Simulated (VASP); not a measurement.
# Hf3N5 in VASP: relaxation of the atoms with PBEsol

Aim: the relaxation of the atoms of Hf3N5 with PBEsol.

Program: VASP 6.6.1. These are calculated values, not measurements. Logs are shortened: lines on timing, memory, paths and dates and some standing lists are left out, and cuts for length are marked.

**1. The cell of the first run**

The cell holds a slab with vacuum, 8 atoms: a = 3.183 Å, b = 3.183 Å, c = 26.797 Å, α = 90.00°, β = 90.00°, γ = 120.00°.

**2. Relaxation of the atoms, PBEsol**

The input, INCAR:

```
SYSTEM = Hf3N5
  ALGO = Normal
  DIPOL = 0.5 0.5 0.486
  EDIFF = 1E-6
  EDIFFG = -0.03
  ENCUT = 520
  GGA = PS
  IBRION = 2
  IDIPOL = 3
  ISIF = 2
  ISMEAR = 0
  LASPH = .True.
  LCHARG = .False.
  LDIPOL = .True.
  LREAL = .False.
  LWAVE = .False.
  NELM = 60
  NSW = 90
  PREC = Accurate
  SIGMA = 0.1
```

The input, KPOINTS:

```
k-points
0
Gamma
  9 9 1
  0 0 0
```

The input, POSCAR:

```
Hf3N5
1.0
    3.1830776023      0.0000000000      0.0000000000
   -1.5915388012      2.7566260658      0.0000000000
    0.0000000000      0.0000000000     26.7969159374
N Hf
5 3
Selective dynamics
Direct
    0.3333333333      0.6666666667      0.3172006816  F F F
    0.0000000000      0.0000000000      0.4141884090  F F F
    0.6666666667      0.3333333333      0.5076141085  T T T
    0.3333333333      0.6666666667      0.5980476649  T T T
    0.3333333333      0.6666666667      0.6510388376  T T T
    0.6666666667      0.3333333333      0.3656945453  F F F
    0.3333333333      0.6666666667      0.4632402669  T T T
    0.0000000000      0.0000000000      0.5685910099  T T T
```

Potentials or basis: VASP PAW PBE potentials, release 64 (N, Hf_pv).

Started as:

```sh
cat potpaw_PBE.64/N/POTCAR potpaw_PBE.64/Hf_pv/POTCAR > POTCAR
mpirun -np 1 vasp_std > vasp.out
```

OUTCAR:

```text
SYSTEM = Hf3N5
   EDIFF = 1E-6
   EDIFFG = -0.03
   ENCUT = 520
   GGA = PS
   IBRION = 2
   ISIF = 2
   ISMEAR = 0
   LASPH = .True.
   LREAL = .False.
   NELM = 60
   NSW = 90
   PREC = Accurate

 ion  position               nearest neighbor table
   1  0.333  0.667  0.317-   6 2.25   6 2.25   6 2.25
   2  0.000  0.000  0.414-   6 2.25   6 2.25   6 2.25   7 2.26   7 2.26   7 2.26
   3  0.667  0.333  0.508-   7 2.19   7 2.19   7 2.19   8 2.46   8 2.46   8 2.46
   4  0.333  0.667  0.598-   5 1.42   8 2.00   8 2.00   8 2.00
   5  0.333  0.667  0.651-   4 1.42
   6  0.667  0.333  0.366-   1 2.25   1 2.25   2 2.25   2 2.25   2 2.25   1 2.25   7 3.20   7 3.20
                             7 3.20
   7  0.333  0.667  0.463-   3 2.19   3 2.19   3 2.19   2 2.26   2 2.26   2 2.26   6 3.20   6 3.20
                             6 3.20   8 3.37   8 3.37   8 3.37
   8  0.000  0.000  0.569-   4 2.00   4 2.00   4 2.00   3 2.46   3 2.46   3 2.46   7 3.37   7 3.37
                             7 3.37

  LATTYP: Found a hexagonal cell.
 ALAT       =     3.1830776023
 C/A-ratio  =     8.4185556513

  Lattice vectors:

 A1 = (   3.1830776023,   0.0000000000,   0.0000000000)
 A2 = (  -1.5915388012,   2.7566260658,   0.0000000000)
 A3 = (   0.0000000000,   0.0000000000,  26.7969159374)

Analysis of symmetry for initial positions (statically):
=====================================================================
 Subroutine PRICEL returns:
 Original cell was already a primitive cell.

 Routine SETGRP: Setting up the symmetry group for a
 hexagonal supercell.

 Subroutine GETGRP returns: Found  6 space group operations
 (whereof  6 operations were pure point group operations)
 out of a pool of 24 trial point group operations.

The static configuration has the point symmetry C_3v.

Analysis of symmetry for dynamics (positions and initial velocities):
=====================================================================
 Subroutine PRICEL returns:
 Original cell was already a primitive cell.

 Routine SETGRP: Setting up the symmetry group for a
 hexagonal supercell.

 Subroutine GETGRP returns: Found  6 space group operations
 (whereof  6 operations were pure point group operations)
 out of a pool of 24 trial point group operations.

The dynamic configuration has the point symmetry C_3v.

Analysis of constrained symmetry for selective dynamics:
=====================================================================
 Subroutine PRICEL returns:
 Original cell was already a primitive cell.

 Routine SETGRP: Setting up the symmetry group for a
 hexagonal supercell.

 Subroutine GETGRP returns: Found  6 space group operations
 (whereof  6 operations were pure point group operations)
 out of a pool of 24 trial point group operations.

The constrained configuration has the point symmetry C_3v.

 Subroutine INISYM returns: Found  6 space group operations
 (whereof  6 operations are pure point group operations),
 and found     1 'primitive' translations

----------------------------------------------------------------------------------------

                                     Primitive cell

  volume of cell :     235.1310

  direct lattice vectors                    reciprocal lattice vectors
     3.183077602  0.000000000  0.000000000     0.314161364  0.181381148  0.000000000
    -1.591538801  2.756626066  0.000000000     0.000000000  0.362762296  0.000000000
     0.000000000  0.000000000 26.796915937     0.000000000  0.000000000  0.037317727

  length of vectors
     3.183077602  3.183077602 26.796915937     0.362762296  0.362762296  0.037317727

  position of ions in fractional coordinates (direct lattice)
     0.333333333  0.666666667  0.317200682
     0.000000000  0.000000000  0.414188409
     0.666666667  0.333333333  0.507614109
     0.333333333  0.666666667  0.598047665
[... 64 lines left out ...]
 SYSTEM =  Hf3N5
   PREC   = accura    normal or accurate (medium, high low for compatibility)
   ISTART =      0    job   : 0-new  1-cont  2-samecut
   ICHARG =      2    charge: 1-file 2-atom 10-const
   ISPIN  =      1    spin polarized calculation?
   LNONCOLLINEAR =      F non collinear calculations
   LSORBIT =      F    spin-orbit coupling
   LASPH  =      T    aspherical Exc in radial PAW
   ENCUT  =  520.0 eV  38.22 Ry    6.18 a.u.   5.92  5.92 49.82*2*pi/ulx,y,z
   NELM   =     60;   NELMIN=  2; NELMDL= -5     # of ELM steps
   EDIFF  = 0.1E-05   stopping-criterion for ELM
   LREAL  =      F    real-space projection
   EDIFFG = -.3E-01   stopping-criterion for IOM
   NSW    =     90    number of steps for IOM
   IBRION =      2    ionic relax: 0-MD 1-quasi-New 2-CG
   NFREE  =      1    steps in history (QN), initial steepest desc. (CG)
   ISIF   =      2    stress and relaxation
   ISYM   =      2    0-nonsym 1-usesym 2-fastsym
   POTIM  = 0.5000    time-step for ionic-motion
   TEBEG  =    0.0;   TEEND  =   0.0 temperature during run
   PSTRESS=    0.0 pullay stress
   NELECT =      55.0000    total number of electrons
   NUPDOWN=      -1.0000    fix difference up-down
   EMIN   =  10.00;   EMAX   =-10.00  energy-range for DOS
   EFERMI =   0.00;   METHOD = LEGACY
   ISMEAR =     0;   SIGMA  =   0.10  broadening in eV -4-tet -1-fermi 0-gaus
   EFERMI_NEDOS =   21; number of points for ismear=-14 and -15
   IALGO  =     38    algorithm
   IMIX   =      4    mixing-type and parameters
     AMIX     =   0.40;   BMIX     =  1.00
     AMIX_MAG =   1.60;   BMIX_MAG =  1.00
  volume/ion in A,a.u.               =      29.39       198.34
  Fermi-wavevector in a.u.,A,eV,Ry     =   1.008693  1.906154 13.843411  1.017462
  Thomas-Fermi vector in A             =   2.141576
   LORBIT       =      0    0 simple, 1 ext, 2 COOP (PROOUT), +10 PAW based schemes
   GGA     = PS    functional components
   LHFCALC =     F    Hartree Fock is set to
   AEXX    =    0.0000 exact exchange contribution
   IVDW    =     0    specifies the selected vdW correction
   LEPSILON=     F    determine dielectric tensor
   LRPA    =     F    only Hartree local field effects (RPA)
 conjugate gradient relaxation of ions
 non-spin polarized calculation
 Gauss-broadening in eV      SIGMA  =   0.10
  energy-cutoff  :      520.00
  volume of cell :      235.13
 maximum number of plane-waves:      6372
 NGX is ok and might be reduce to    24
   NGX = 11   NGY = 11   NGZ = 99

--------------------------------------- Ionic step        1  -------------------------------------------

 number of electron      55.0000012 magnetization

 Free energy of the ion-electron system (eV)
  ---------------------------------------------------
  ext. energy  EPLUGINS =         0.00000000
  ---------------------------------------------------
  free energy    TOTEN  =       -79.59357760 eV

  energy without entropy =      -79.55843657  energy(sigma->0) =      -79.57600708

------------------------ aborting loop EDIFF was not reached (unconverged)  ----------------------------

  FORCE on cell =-STRESS in cart. coord.  units (eV):
  Direction    XX          YY          ZZ          XY          YZ          ZX
  --------------------------------------------------------------------------------------
  -------------------------------------------------------------------------------------
  Total        4.6243631      4.6243631     -9.4509819     -0.0000000      0.0000000      0.0000000
  in kB       31.5103056     31.5103056    -64.3987763     -0.0000000      0.0000000      0.0000000
  external PRESSURE =      -0.4593884 kB  Pullay stress =       0.0000000 kB
[... 71 lines left out ...]
--------------------------------------- Ionic step        3  -------------------------------------------

 number of electron      55.0000011 magnetization

------------------------ aborting loop EDIFF was not reached (unconverged)  ----------------------------

  FORCE on cell =-STRESS in cart. coord.  units (eV):
  Direction    XX          YY          ZZ          XY          YZ          ZX
  --------------------------------------------------------------------------------------
  -------------------------------------------------------------------------------------
  Total        2.8877528      2.8877528    -11.1059950     -0.0000000      0.0000000     -0.0000000
  in kB       19.6770821     19.6770821    -75.6759977     -0.0000000      0.0000000     -0.0000000
  external PRESSURE =     -12.1072778 kB  Pullay stress =       0.0000000 kB
[... 23 lines left out ...]
  FREE ENERGIE OF THE ION-ELECTRON SYSTEM (eV)
  ---------------------------------------------------
  free  energy   TOTEN  =       -80.1541701808 eV

  energy  without entropy=      -80.1191032491  energy(sigma->0) =      -80.13663671

 dipolmoment           0.000000      0.000000      0.011284 electrons x Angstroem

[... ionic steps 4 to 38 ...]

--------------------------------------- Ionic step       39  -------------------------------------------

 number of electron      55.0000011 magnetization

------------------------ aborting loop because EDIFF is reached ----------------------------------------
[... 79 lines left out ...]
--------------------------------------- Ionic step       41  -------------------------------------------

 number of electron      55.0000011 magnetization

 dipolmoment           0.000000      0.000000     -0.101762 electrons x Angstroem

 Free energy of the ion-electron system (eV)
  ---------------------------------------------------
  ext. energy  EPLUGINS =         0.00000000
  ---------------------------------------------------
  free energy    TOTEN  =       -81.47680662 eV

  energy without entropy =      -81.43897351  energy(sigma->0) =      -81.45789007

 E-fermi :  -2.0737     XC(G=0):  -5.2637

 val. band max:       -2.1317172590   @ k =   0.2222   0.2222   0.0000
 cond. band min:      -2.0548060351   @ k =   0.1111   0.1111   0.0000
 fundamental gap:      0.0769112238
 Fermi energy:        -2.0737459384

 k-point     1 :       0.0000    0.0000    0.0000
  band No.  band energies     occupation
      1     -33.7893      2.00000
      2     -33.1775      2.00000
      3     -33.0524      2.00000
      4     -33.0524      2.00000
      5     -32.9246      2.00000
      6     -32.9246      2.00000
[... 421 lines left out ...]
     32       0.9980      0.00000
     33       1.3822      0.00000

------------------------ aborting loop because EDIFF is reached ----------------------------------------

 vacuum level on the upper side and lower side of the slab       (xc-potential included)        -1.088         0.974

  FORCE on cell =-STRESS in cart. coord.  units (eV):
  Direction    XX          YY          ZZ          XY          YZ          ZX
  --------------------------------------------------------------------------------------
  -------------------------------------------------------------------------------------
  Total       -2.9473854     -2.9473854     -4.6352521      0.0000000     -0.0000000     -0.0000000
  in kB      -20.0834176    -20.0834176    -31.5845027      0.0000000     -0.0000000     -0.0000000
  external PRESSURE =     -23.9171126 kB  Pullay stress =       0.0000000 kB
[... 23 lines left out ...]
  FREE ENERGIE OF THE ION-ELECTRON SYSTEM (eV)
  ---------------------------------------------------
  free  energy   TOTEN  =       -81.4768066216 eV

  energy  without entropy=      -81.4389735147  energy(sigma->0) =      -81.45789007

 reached required accuracy - stopping structural energy minimisation

 vacuum level on the upper side and lower side of the slab         4.131         6.239
```

Run time: 1.7 h. Hardware: 1 thread of Oxide Virtual Turin-like, shared host; peak memory 0.35 GiB.

What came out:

```
Free energy               : -81.4768 eV
Energy gained by relaxing : 235.4 meV/atom
Ionic steps               : 41
Band gap on the k mesh    : zero (an odd number of electrons rules out a gap without spin polarisation)
```

Step by step:
```
step  energy change (eV)  largest force on free atoms (eV/Å)  pressure (GPa)
   1              0.0000                              5.0288           -0.05
   3             -0.5606                              4.4032           -1.21
   5             -0.8266                              8.9340            1.60
   7             -0.9688                              3.8008            0.51
   9             -1.7405                              1.6923           -0.37
  11             -1.7670                              1.4185           -1.03
  13             -1.8258                              0.5066           -1.14
  15             -1.8469                              1.2769           -0.96
  17             -1.8570                              0.2157           -1.31
  19             -1.8575                              0.2077           -1.33
  21             -1.8616                              0.2246           -1.44
  23             -1.8630                              0.4985           -1.86
  25             -1.8663                              0.3128           -1.66
  27             -1.8687                              0.3211           -1.64
  29             -1.8780                              0.1948           -1.97
  31             -1.8812                              0.2291           -2.30
  33             -1.8819                              0.2437           -2.41
  35             -1.8830                              0.0480           -2.38
  37             -1.8831                              0.0475           -2.37
  39             -1.8832                              0.0838           -2.37
  41             -1.8832                              0.0239           -2.39
```

Final structure:
```yaml
crystal:
  lattice:
    - [3.18308, 0.00000, 0.00000]
    - [-1.59154, 2.75663, 0.00000]
    - [0.00000, 0.00000, 26.79692]
  atoms:
    - { symbol: N, position: [0.33333, 0.66667, 0.31720] }
    - { symbol: N, position: [0.00000, 0.00000, 0.41419] }
    - { symbol: N, position: [0.66667, 0.33333, 0.51189] }
    - { symbol: N, position: [0.33333, 0.66667, 0.61428] }
    - { symbol: N, position: [0.33333, 0.66667, 0.65834] }
    - { symbol: Hf, position: [0.66667, 0.33333, 0.36569] }
    - { symbol: Hf, position: [0.33333, 0.66667, 0.46375] }
    - { symbol: Hf, position: [0.00000, 0.00000, 0.55689] }
```

Caveat: the PAW data sets were made with another functional, which shifts forces and pressure a little; spin-orbit coupling is left out, which moves the levels of the heavy elements; an odd number of electrons without spin polarisation forces a metal; a magnetic or distorted state may lie lower.

The gap in the log of VASP goes by the Fermi energy; the results here count the filled bands.